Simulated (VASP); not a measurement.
# TiAl (Pmmm) in VASP: further runs, part 2 of 2

VASP 6.6.1.

### 3 Single point, PBEsol (normal strain along x -0.0367, normal strain along y +0.0733)

File INCAR:

```
PREC     = Accurate       # precision mode
ENCUT    = 520            # plane-wave cutoff, eV
EDIFF    = 1E-7           # SCF threshold, eV
ISMEAR   = 0              # smearing method
SIGMA    = 0.15           # smearing width, eV
LREAL    = F              # projectors in reciprocal space
LASPH    = T              # aspherical terms in the spheres
NELM     = 60             # most SCF steps
ALGO     = Fast           # electronic algorithm
ISIF     = 2              # what is computed and relaxed
LWAVE    = F              # write WAVECAR
LCHARG   = F              # write CHGCAR
GGA      = PS             # functional
NBANDS   = 14             # bands
```

File KPOINTS:

```
regular mesh
0
Gamma
  14 14 14
```

File POSCAR:

```
TiAl
1.0
    3.0402471496      0.0000000000      0.0000000000
    0.0000000000      3.3874154113      0.0000000000
    0.0000000000      0.0000000000      3.1560751060
Ti Al
1 1
Direct
    0.0000000000      0.0000000000      0.0000000000
    0.5000000000      0.5000000000      0.5000000000
```

Potentials or basis: VASP PAW PBE potentials, release 64 (Ti_sv, Al).

Run with:

```sh
$ cat potpaw_PBE.64/Ti_sv/POTCAR potpaw_PBE.64/Al/POTCAR > POTCAR
$ mpirun -np 1 vasp_std > vasp.out
```

OUTCAR:

```text
PREC = Accurate
   ENCUT = 520
   EDIFF = 1E-7
   ISMEAR = 0
   LREAL = F
   LASPH = T
   NELM = 60
   ISIF = 2
   GGA = PS

 ion  position               nearest neighbor table
   1  0.000  0.000  0.000-   2 2.77   2 2.77   2 2.77   2 2.77   2 2.77   2 2.77   2 2.77   2 2.77

   2  0.500  0.500  0.500-   1 2.77   1 2.77   1 2.77   1 2.77   1 2.77   1 2.77   1 2.77   1 2.77

  LATTYP: Found a simple orthorhombic cell.
 ALAT       =     3.0402471496
 B/A-ratio  =     1.0380982041
 C/A-ratio  =     1.1141908025

  Lattice vectors:

 A1 = (  -3.0402471496,   0.0000000000,   0.0000000000)
 A2 = (   0.0000000000,   0.0000000000,   3.1560751060)
 A3 = (   0.0000000000,   3.3874154113,   0.0000000000)

Analysis of symmetry for initial positions (statically):
=====================================================================
 Subroutine PRICEL returns:
 Original cell was already a primitive cell.

 Routine SETGRP: Setting up the symmetry group for a
 simple orthorhombic supercell.

 Subroutine GETGRP returns: Found  8 space group operations
 (whereof  8 operations were pure point group operations)
 out of a pool of  8 trial point group operations.

The static configuration has the point symmetry D_2h.

Analysis of symmetry for dynamics (positions and initial velocities):
=====================================================================
 Subroutine PRICEL returns:
 Original cell was already a primitive cell.

 Routine SETGRP: Setting up the symmetry group for a
 simple orthorhombic supercell.

 Subroutine GETGRP returns: Found  8 space group operations
 (whereof  8 operations were pure point group operations)
 out of a pool of  8 trial point group operations.

The dynamic configuration has the point symmetry D_2h.

 Subroutine INISYM returns: Found  8 space group operations
 (whereof  8 operations are pure point group operations),
 and found     1 'primitive' translations

[... 122 lines left out ...]
   IVDW    =     0    specifies the selected vdW correction
   LEPSILON=     F    determine dielectric tensor
   LRPA    =     F    only Hartree local field effects (RPA)
 non-spin polarized calculation
 RMM-DIIS sequential band-by-band and
 Gauss-broadening in eV      SIGMA  =   0.15
  energy-cutoff  :      520.00
  volume of cell :       32.50
 maximum number of plane-waves:       894
 NGX is ok and might be reduce to    24
   NGX = 11   NGY = 13   NGZ = 11

 number of electron      14.9999999 magnetization

 Free energy of the ion-electron system (eV)
  ---------------------------------------------------
  ext. energy  EPLUGINS =         0.00000000
  ---------------------------------------------------
  free energy    TOTEN  =       -13.00865858 eV

  energy without entropy =      -12.97975756  energy(sigma->0) =      -12.99420807

 E-fermi :   8.4869     XC(G=0): -11.1371

 val. band max:        8.4851734533   @ k =   0.2143   0.1429   0.5000
 cond. band min:       8.4877013976   @ k =   0.2143   0.0714   0.3571
 fundamental gap:      0.0025279443
 Fermi energy:         8.4868743122

 k-point     1 :       0.0000    0.0000    0.0000
  band No.  band energies     occupation
      1     -48.1287      2.00000
      2     -24.5019      2.00000
      3     -24.4209      2.00000
      4     -24.3502      2.00000
      5      -0.6600      2.00000
      6       7.0029      2.00000
      7       7.2482      2.00000
      8      10.1013      0.00000
      9      10.3279      0.00000
     10      10.6232      0.00000
     11      11.4090      0.00000
     12      13.2108      0.00000
     13      14.3006      0.00000
     14      17.1504      0.00000
[... 377 lines left out ...]
      1     -48.1019      2.00000
      2     -24.6029      2.00000
      3     -24.4925      2.00000
      4     -24.3957      2.00000
      5       3.1188      2.00000
      6       3.8138      2.00000
      7       7.8006      2.00000
      8       8.1675      1.99740
      9       8.9089      0.00007
     10      10.1818      0.00000
     11      11.9303      0.00000
     12      14.5846      0.00000
     13      15.2824      0.00000
     14      17.5810      0.00000

 [... further k-points ...]

------------------------ aborting loop because EDIFF is reached ----------------------------------------

  FORCE on cell =-STRESS in cart. coord.  units (eV):
  Direction    XX          YY          ZZ          XY          YZ          ZX
  --------------------------------------------------------------------------------------
  -------------------------------------------------------------------------------------
  Total       -1.0378913      0.1337807     -1.2054407      0.0000000      0.0000000      0.0000000
  in kB      -51.1608523      6.5944614    -59.4198779      0.0000000      0.0000000      0.0000000
  external PRESSURE =     -34.6620896 kB  Pullay stress =       0.0000000 kB

 VOLUME and BASIS-vectors are now :
 -----------------------------------------------------------------------------
  energy-cutoff  :      520.00
  volume of cell :       32.50
      direct lattice vectors                 reciprocal lattice vectors
     3.040247150  0.000000000  0.000000000     0.328920627  0.000000000  0.000000000
     0.000000000  3.387415411  0.000000000     0.000000000  0.295210324  0.000000000
     0.000000000  0.000000000  3.156075106     0.000000000  0.000000000  0.316849240

 POSITION                                       TOTAL-FORCE (eV/Angst)
 -----------------------------------------------------------------------------------
      0.00000      0.00000      0.00000         0.000000      0.000000      0.000000
      1.52012      1.69371      1.57804         0.000000      0.000000      0.000000
 -----------------------------------------------------------------------------------
    total drift:                               -0.000000      0.000000      0.000000

  FREE ENERGIE OF THE ION-ELECTRON SYSTEM (eV)
  ---------------------------------------------------
  free  energy   TOTEN  =       -13.0086585759 eV

  energy  without entropy=      -12.9797575563  energy(sigma->0) =      -12.99420807
```

OSZICAR:

```text
N       E                     dE             d eps       ncg     rms          rms(c)
DAV:   1     0.991585382479E+02    0.99159E+02   -0.71037E+03 14366   0.108E+03
DAV:   2    -0.911827875819E+01   -0.10828E+03   -0.10443E+03 14828   0.299E+02
DAV:   3    -0.146100478886E+02   -0.54918E+01   -0.53237E+01 21984   0.648E+01
[... 23 lines left out ...]
RMM:  27    -0.130086580391E+02   -0.24112E-06   -0.24522E-06 12445   0.492E-03    0.333E-05
RMM:  28    -0.130086582502E+02   -0.21113E-06   -0.21974E-06 11845   0.430E-03    0.820E-05
RMM:  29    -0.130086583825E+02   -0.13230E-06   -0.14100E-06 11637   0.387E-03    0.192E-04
RMM:  30    -0.130086584994E+02   -0.11694E-06   -0.12737E-06 11327   0.347E-03    0.224E-04
RMM:  31    -0.130086585759E+02   -0.76461E-07   -0.83790E-07 11073   0.315E-03
   1 F= -.13008659E+02 E0= -.12994208E+02  d E =-.289010E-01
```

stdout:

```text
POSCAR found type information on POSCAR TiAl
 POSCAR found :  2 types and       2 ions
 scaLAPACK will be used
 -----------------------------------------------------------------------------
|                                                                             |
[... 39 lines left out ...]
WARNING in EDDRMM: call to ZHEGV failed, returncode =   6  3      5
 num prob  num prob RMM:  28    -0.130086582502E+02   -0.21113E-06   -0.21974E-06 11845   0.430E-03    0.820E-05
WARNING in EDDRMM: call to ZHEGV failed, returncode =   6  3      6
WARNING in EDDRMM: call to ZHEGV failed, returncode =   8  4      3
WARNING in EDDRMM: call to ZHEGV failed, returncode =   8  4      6
WARNING in EDDRMM: call to ZHEGV failed, returncode =   8  4      6
 num prob RMM:  31    -0.130086585759E+02   -0.76461E-07   -0.83790E-07 11073   0.315E-03
```

It took 2.6 min on 1 thread of Intel Xeon 6975P-C (Granite Rapids), shared host; peak memory 0.34 GiB.

Results:

```yaml
Free_energy: -13.0087 eV
Pressure: -3.5 GPa
```

Caveat: the cell differs from its parent crystal (normal strain along x -0.0367, normal strain along y +0.0733); the PAW data sets were made with another functional, which shifts forces and pressure a little.

### 4 Single point, PBEsol (normal strain along x -0.0367, normal strain along y +0.1100)

File INCAR:

```
PREC = Accurate
ENCUT = 520
EDIFF = 1E-6
ISMEAR = 0
SIGMA = 0.15
LREAL = False
LASPH = True
NELM = 100
ALGO = Fast
ISIF = 2
LWAVE = False
LCHARG = False
GGA = PS
NBANDS = 14
```

File KPOINTS:

```
Automatic mesh
0
Gamma
  14 14 14
```

POSCAR, as its differences from that of step 3:

```diff
@@ -3,3 +3,3 @@
     3.0402471496      0.0000000000      0.0000000000
-    0.0000000000      3.3874154113      0.0000000000
+    0.0000000000      3.5032433677      0.0000000000
     0.0000000000      0.0000000000      3.1560751060
```

Run with:

```sh
$ cat potpaw_PBE.64/Ti_sv/POTCAR potpaw_PBE.64/Al/POTCAR > POTCAR
$ mpirun -np 1 vasp_std > vasp.out
```

Run time: 2.2 min. Hardware: 1 thread of Intel Xeon 6975P-C (Granite Rapids), shared host; peak memory 0.34 GiB.

The run converged. Its results:

```yaml
Free_energy: -13.0057 eV
Pressure: -6.7 GPa
```

Stress tensor (GPa, compression positive):
```
-8.66  0.00  0.00
 0.00 -1.61  0.00
 0.00  0.00 -9.90
```

Levels at points of the mesh, in eV from the Fermi level:
| k point | band 5 | band 6 | band 7 | band 8 | band 9 | band 10 | band 11 | band 12 |
| --- | --- | --- | --- | --- | --- | --- | --- | --- |
| (0.00, 0.00, 0.00) | -8.96 | -1.43 | -1.10 | 1.56 | 1.79 | 2.19 | 2.34 | 4.90 |
| (0.50, 0.00, 0.00) | -5.26 | -4.80 | -0.58 | -0.28 | 0.51 | 1.86 | 3.54 | 6.37 |
| (0.00, 0.50, 0.00) | -6.53 | -5.11 | -0.57 | 0.43 | 0.86 | 2.04 | 2.28 | 6.74 |
| (0.50, 0.50, 0.00) | -4.84 | -2.39 | -1.63 | -1.32 | 0.82 | 1.07 | 2.33 | 4.44 |
| (0.00, 0.00, 0.50) | -5.65 | -4.90 | -0.63 | -0.41 | 0.89 | 2.01 | 3.16 | 6.17 |
| (0.50, 0.00, 0.50) | -4.24 | -1.66 | -1.43 | -1.11 | 0.19 | 0.28 | 3.03 | 4.62 |
| (0.00, 0.50, 0.50) | -5.12 | -2.48 | -1.95 | -1.44 | 1.16 | 1.31 | 2.27 | 4.19 |
| (0.50, 0.50, 0.50) | -2.82 | -2.79 | -2.79 | 0.63 | 2.42 | 2.65 | 3.04 | 3.07 |

Caveat: the cell differs from its parent crystal (normal strain along x -0.0367, normal strain along y +0.1100); the PAW data sets were made with another functional, which shifts forces and pressure a little.

### 5 Overview

| cell | further INCAR settings | gap on the mesh (eV) | pressure (GPa) |
| --- | --- | --- | --- |
| a = 2.925, b = 3.503, c = 3.156 Å, 2 atoms | ALGO = Fast; EDIFF = 1e-06; NBANDS = 14 | none | -2.7 |
| a = 3.040, b = 3.387, c = 3.156 Å, 2 atoms | ALGO = Fast; EDIFF = 1e-07; NBANDS = 14 | none | -3.5 |
| a = 3.040, b = 3.503, c = 3.156 Å, 2 atoms | ALGO = Fast; EDIFF = 1e-06; NBANDS = 14 | none | -6.7 |

Alike in all rows: task single point; level PBEsol; potentials or basis VASP PAW PBE potentials, release 64 (Ti_sv, Al); no spin polarisation; k mesh 14 × 14 × 14; cutoff (eV) 520; smearing gaussian 0.15 eV.

Caveats: the PAW data sets were made with another functional, which shifts forces and pressure a little.

Absolute energies hang on the potentials; compare differences alone.
